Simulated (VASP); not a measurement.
Set up this calculation in VASP 6.6.1, as the native input.

```yaml
Task: single point
Functional: PBE
Potentials_or_basis: VASP PAW PBE potentials, release 64 (Bi_d)
Cutoff: 520 eV
k_mesh: 9 × 9 × 9
Occupations: fermi-dirac, width 0.05 eV
Spin: non-collinear spin, zero start, spin-orbit coupling
Starting_moments: "[[0.0, 0.0, 0.0]] μB"
Dipole_correction: no
Further_INCAR_settings: ALGO = Normal; EDIFF = 1e-06; NBANDS = 26
```

The structure of Bi lies in POSCAR:

```
Bi
1.0
   -2.0111991300      2.0111991300      2.0111991300
    2.0111991300     -2.0111991300      2.0111991300
    2.0111991300      2.0111991300     -2.0111991300
Bi
1
Direct
    0.0000000000      0.0000000000      0.0000000000
```

One way to write it, as run:

INCAR

```
SYSTEM = Bi
  PREC = Accurate
  ENCUT = 520
  EDIFF = 1E-6
  ISMEAR = -1
  SIGMA = 0.05
  LREAL = .False.
  LASPH = .True.
  NELM = 150
  ALGO = Normal
  ISIF = 2
  LWAVE = .False.
  LCHARG = .False.
  MAGMOM = 0 0 0
  LORBIT = 11
  LSORBIT = .True.
  GGA_COMPAT = .False.
  LORBMOM = .True.
  GGA = PE
  NBANDS = 26
```

KPOINTS

```
regular mesh
0
Gamma
  9 9 9
  0 0 0
```

Potentials or basis: VASP PAW PBE potentials, release 64 (Bi_d).

Command:

```console
$ cat potpaw_PBE.64/Bi_d/POTCAR > POTCAR
$ mpirun -np 1 vasp_ncl > vasp.out
```

It gave:

```json
{
  "Pressure": "-0.2 GPa",
  "Net moment": "0.00 μB per cell",
  "Valence electrons inside the program's atomic spheres": "Bi 12.72"
}
```

Run time: 33 s on 1 thread of Intel(R) Xeon(R) Platinum 8488C (Sapphire Rapids), on a shared host, peak memory 0.25 GiB.
